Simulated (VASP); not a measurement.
# Ga (I4/mmm) in VASP: further runs, part 2 of 2

VASP 6.6.1. Earlier steps stand in the parts before.

### Step 3. Single point, revpbe exchange, lda correlation, collinear spin (17.72 Å³/atom)

INCAR

```
SYSTEM = Ga
  PREC = Accurate
  ENCUT = 500
  EDIFF = 1E-6
  ISMEAR = 0
  SIGMA = 0.1
  LREAL = .False.
  LASPH = .True.
  NELM = 200
  ALGO = Normal
  ISIF = 2
  LWAVE = .False.
  LCHARG = .False.
  ISPIN = 2
  MAGMOM = 0.5
  LORBIT = 11
  GGA = LIBXC
  LIBXC1 = GGA_X_PBE_R
  LIBXC2 = LDA_C_PW
  NBANDS = 16
  GGA_COMPAT = .False.
```

KPOINTS

```
Automatic mesh
0
Gamma
  13 13 13
  0 0 0
```

POSCAR

```
Ga
1.0
   -1.3843987196      1.3843987196      2.3112238365
    1.3843987196     -1.3843987196      2.3112238365
    1.3843987196      1.3843987196     -2.3112238365
Ga
1
Direct
    0.0000000000      0.0000000000      0.0000000000
```

Potentials or basis: VASP PAW PBE potentials, release 64 (Ga_d).

Command:

```sh
cat potpaw_PBE.64/Ga_d/POTCAR > POTCAR
mpirun -np 1 vasp_std > vasp.out
```

OUTCAR:

```text
SYSTEM = Ga
   PREC = Accurate
   ENCUT = 500
   EDIFF = 1E-6
   ISMEAR = 0
   LREAL = .False.
   LASPH = .True.
   NELM = 200
   ISIF = 2
   ISPIN = 2
   LORBIT = 11
   GGA = LIBXC

 ion  position               nearest neighbor table
   1  0.000  0.000  0.000-

  LATTYP: Found a body centered tetragonal cell.
 ALAT       =     2.7687974392
 C/A-ratio  =     1.6694784557

  Lattice vectors:

 A1 = (  -1.3843987196,   1.3843987196,   2.3112238365)
 A2 = (   1.3843987196,  -1.3843987196,   2.3112238365)
 A3 = (   1.3843987196,   1.3843987196,  -2.3112238365)
[... 1122 lines left out ...]
  -------------------------------------------------------------------------------------
  Total        1.4931600      1.4931600      1.4812597      0.0000000     -0.0000000      0.0000000
  in kB      135.0182735    135.0182735    133.9421959      0.0000000     -0.0000000      0.0000000
  external PRESSURE =     134.6595810 kB  Pullay stress =       0.0000000 kB

 VOLUME and BASIS-vectors are now :
 -----------------------------------------------------------------------------
  energy-cutoff  :      500.00
  volume of cell :       17.72
      direct lattice vectors                 reciprocal lattice vectors
    -1.384398720  1.384398720  2.311223836     0.000000000  0.361167627  0.216335602
     1.384398720 -1.384398720  2.311223836     0.361167627  0.000000000  0.216335602
     1.384398720  1.384398720 -2.311223836     0.361167627  0.361167627  0.000000000

 POSITION                                       TOTAL-FORCE (eV/Angst)
 -----------------------------------------------------------------------------------
      0.00000      0.00000      0.00000         0.000000      0.000000      0.000000
 -----------------------------------------------------------------------------------
    total drift:                                0.000000      0.000000      0.000000

  FREE ENERGIE OF THE ION-ELECTRON SYSTEM (eV)
  ---------------------------------------------------
  free  energy   TOTEN  =        -1.4370231896 eV

  energy  without entropy=       -1.4349103504  energy(sigma->0) =       -1.43596677

 total charge

# of ion       s       p       d       tot
------------------------------------------
    1        1.049   0.592   9.967  11.608

 magnetization (x)

# of ion       s       p       d       tot
------------------------------------------
    1       -0.000  -0.000  -0.000  -0.000
```

OSZICAR:

```text
N       E                     dE             d eps       ncg     rms          rms(c)
DAV:   1     0.524794112577E+02    0.52479E+02   -0.58507E+03 14456   0.143E+03
DAV:   2     0.143669702438E+01   -0.51043E+02   -0.47985E+02 13992   0.252E+02
DAV:   3    -0.137571609521E+01   -0.28124E+01   -0.28084E+01 15184   0.413E+01
DAV:   4    -0.139623511435E+01   -0.20519E-01   -0.20518E-01 15000   0.373E+00
DAV:   5    -0.139638933646E+01   -0.15422E-03   -0.15422E-03 15784   0.310E-01    0.316E+00
DAV:   6    -0.143130339012E+01   -0.34914E-01   -0.12086E-02 16192   0.170E+00    0.135E+00
DAV:   7    -0.143706996668E+01   -0.57666E-02   -0.35875E-03 15400   0.835E-01    0.308E-01
DAV:   8    -0.143690390466E+01    0.16606E-03   -0.16488E-03 16024   0.432E-01    0.105E-01
DAV:   9    -0.143699025388E+01   -0.86349E-04   -0.20089E-04 15800   0.113E-01    0.304E-02
DAV:  10    -0.143702254596E+01   -0.32292E-04   -0.41127E-05 15936   0.658E-02    0.162E-02
DAV:  11    -0.143702500715E+01   -0.24612E-05   -0.12841E-05 14672   0.337E-02    0.605E-03
DAV:  12    -0.143702333312E+01    0.16740E-05   -0.19142E-06 15648   0.139E-02    0.127E-03
DAV:  13    -0.143702318964E+01    0.14347E-06   -0.13912E-07  8888   0.303E-03
   1 F= -.14370232E+01 E0= -.14359668E+01  d E =-.211284E-02  mag=     0.0000
```

stdout:

```text
POSCAR found type information on POSCAR Ga
 POSCAR found :  1 types and       1 ions
 scaLAPACK will be used
 -----------------------------------------------------------------------------
|                                                                             |
|                                                                             |
|     You enforced a specific xc type in the INCAR file but a different       |
|     I HOPE YOU KNOW WHAT YOU ARE DOING!                                     |
|                                                                             |
 -----------------------------------------------------------------------------

 LDA part: xc-table for (None,None), standard interpolation
 POSCAR, INCAR and KPOINTS ok, starting setup
 FFT: planning ... GRIDC
 FFT: planning ... GRID_SOFT
 FFT: planning ... GRID
 WAVECAR not read
 entering main loop
```

Wall time 36 s (1 thread of Intel Xeon 6975P-C (Granite Rapids), shared host); peak memory 0.2 GiB.

Results:

```yaml
Free_energy: -1.4370 eV
Pressure: 13.5 GPa
Net_moment: 0.00 μB per cell
Valence_electrons_inside_the_program's_atomic_spheres: Ga 11.61
```

Levels at points of the mesh, in eV from the Fermi level:
Spin up:
```tsv
k point	band 4	band 5	band 6	band 7	band 8	band 9
(0.00, 0.00, 0.00)	-15.21	-15.05	-11.45	12.47	12.86	12.86
```
Spin down:
| k point | band 2 | band 3 | band 4 | band 5 | band 6 | band 7 | band 8 | band 9 | band 10 | band 11 |
| --- | --- | --- | --- | --- | --- | --- | --- | --- | --- | --- |
| (0.00, 0.00, 0.00) | -15.25 | -15.21 | -15.21 | -15.05 | -11.45 | 12.47 | 12.86 | 12.86 | 16.43 | 16.92 |

Caveat: the cell stands under pressure; the PAW data sets were made with another functional, which shifts forces and pressure a little.

### Step 4. Single point, revpbe exchange, lda correlation, collinear spin (18.07 Å³/atom)

This run uses another cell than the first one, of 18.07 Å³/atom.

INCAR

```
ALGO = Normal
EDIFF = 1E-6
ENCUT = 500
GGA = LIBXC
GGA_COMPAT = False
ISIF = 2
ISMEAR = 0
ISPIN = 2
LASPH = True
LCHARG = False
LIBXC1 = GGA_X_PBE_R
LIBXC2 = LDA_C_PW
LORBIT = 11
LREAL = False
LWAVE = False
MAGMOM = 0.5
NBANDS = 16
NELM = 200
PREC = Accurate
SIGMA = 0.1
```

KPOINTS

```
k-points
0
Gamma
  13 13 13
```

POSCAR

```
Ga
1.0
   -1.3935671902      1.3935671902      2.3265304007
    1.3935671902     -1.3935671902      2.3265304007
    1.3935671902      1.3935671902     -2.3265304007
Ga
1
Direct
    0.0000000000      0.0000000000      0.0000000000
```

Command:

```sh
cat potpaw_PBE.64/Ga_d/POTCAR > POTCAR
mpirun -np 1 vasp_std > vasp.out
```

It took 36 s on 1 thread of Intel Xeon 6975P-C (Granite Rapids), shared host; peak memory 0.2 GiB.

It converged, with:

* Free energy: -1.4653 eV
* Pressure: 12.0 GPa
* Net moment: 0.00 μB per cell
* Valence electrons inside the program's atomic spheres: Ga 11.60

Stress tensor (GPa, compression positive):
```
12.05  0.00  0.00
 0.00 12.05  0.00
 0.00  0.00 11.91
```

Levels at points of the mesh, in eV from the Fermi level:
Spin up:
| k point | band 2 | band 3 | band 4 | band 5 | band 6 | band 7 | band 8 | band 9 | band 10 | band 11 |
| --- | --- | --- | --- | --- | --- | --- | --- | --- | --- | --- |
| (0.00, 0.00, 0.00) | -15.22 | -15.18 | -15.18 | -15.03 | -11.29 | 12.23 | 12.64 | 12.64 | 16.24 | 16.82 |
Spin down:
| k point | band 2 | band 3 | band 4 | band 5 | band 6 | band 7 | band 8 | band 9 | band 10 | band 11 |
| --- | --- | --- | --- | --- | --- | --- | --- | --- | --- | --- |
| (0.00, 0.00, 0.00) | -15.22 | -15.18 | -15.18 | -15.03 | -11.29 | 12.23 | 12.64 | 12.64 | 16.24 | 16.82 |

Caveat: the cell stands under pressure; the PAW data sets were made with another functional, which shifts forces and pressure a little.

### Step 5. Single point, revpbe exchange, lda correlation, collinear spin (18.43 Å³/atom)

This run uses another cell than the first one, of 18.43 Å³/atom.

INCAR

```
PREC     = Accurate       # precision mode
ENCUT    = 500            # plane-wave cutoff, eV
EDIFF    = 1E-6           # SCF threshold, eV
ISMEAR   = 0              # smearing method
SIGMA    = 0.1            # smearing width, eV
LREAL    = False          # projectors in reciprocal space
LASPH    = True           # aspherical terms in the spheres
NELM     = 200            # most SCF steps
ALGO     = Normal         # electronic algorithm
ISIF     = 2              # what is computed and relaxed
LWAVE    = False          # write WAVECAR
LCHARG   = False          # write CHGCAR
ISPIN    = 2              # spin polarisation
MAGMOM   = 0.5            # initial moments
LORBIT   = 11             # projections on sites
GGA      = LIBXC          # functional
LIBXC1   = GGA_X_PBE_R  
LIBXC2   = LDA_C_PW     
NBANDS   = 16             # bands
GGA_COMPAT= False
```

KPOINTS

```
Automatic mesh
0
Gamma
  13 13 13
```

POSCAR

```
Ga
1.0
   -1.4026165814      1.4026165814      2.3416381643
    1.4026165814     -1.4026165814      2.3416381643
    1.4026165814      1.4026165814     -2.3416381643
Ga
1
Direct
    0.0000000000      0.0000000000      0.0000000000
```

Command:

```sh
cat potpaw_PBE.64/Ga_d/POTCAR > POTCAR
mpirun -np 1 vasp_std > vasp.out
```

Wall time 36 s (1 thread of Intel Xeon 6975P-C (Granite Rapids), shared host); peak memory 0.2 GiB.

Results (log left out):

* Free energy: -1.4905 eV
* Pressure: 10.7 GPa
* Net moment: 0.00 μB per cell
* Valence electrons inside the program's atomic spheres: Ga 11.58

Stress tensor (GPa, compression positive):
```
10.79  0.00  0.00
 0.00 10.79  0.00
 0.00  0.00 10.54
```

Levels at points of the mesh, in eV from the Fermi level:
Spin up:
```
           k point  band 4  band 5  band 6  band 7  band 8  band 9
(0.00, 0.00, 0.00)  -15.16  -15.01  -11.13   12.00   12.42   12.42
```
Spin down:
```csv
k point,band 2,band 3,band 4,band 5,band 6,band 7,band 8,band 9,band 10,band 11
"(0.00, 0.00, 0.00)",-15.19,-15.16,-15.16,-15.01,-11.13,12.00,12.42,12.42,16.06,16.72
```

Caveat: the cell stands under pressure; the PAW data sets were made with another functional, which shifts forces and pressure a little.

### Step 6. Overview

```csv
level,spin,cell,k mesh,cutoff (eV),smearing,grid for exact exchange (PRECFOCK),share of exact exchange,gap on the mesh (eV),pressure (GPa),moment (μB)
HF,off,"a = 3.029 Å, angles 125.6, 125.6, 80.5°, 1 atom",7 × 7 × 7,400,fermi-dirac 0.05 eV,Normal,1,none,9.5,-
"revpbe exchange, lda correlation",collinear,"a = 3.029 Å, angles 125.6, 125.6, 80.5°, 1 atom",13 × 13 × 13,500,gaussian 0.1 eV,-,-,none,13.5,0.00
"revpbe exchange, lda correlation",collinear,"a = 3.049 Å, angles 125.6, 125.6, 80.5°, 1 atom",13 × 13 × 13,500,gaussian 0.1 eV,-,-,none,12.0,0.00
"revpbe exchange, lda correlation",collinear,"a = 3.069 Å, angles 125.6, 125.6, 80.5°, 1 atom",13 × 13 × 13,500,gaussian 0.1 eV,-,-,none,10.7,0.00
```

Alike in all rows: task single point; potentials or basis VASP PAW PBE potentials, release 64 (Ga_d).

Caveats: some runs use coarse meshes; the PAW data sets were made with another functional, which shifts forces and pressure a little; the cell stands under pressure (at least some runs).

Total energies depend on the potentials used, so only differences within one code and one set of settings carry meaning.
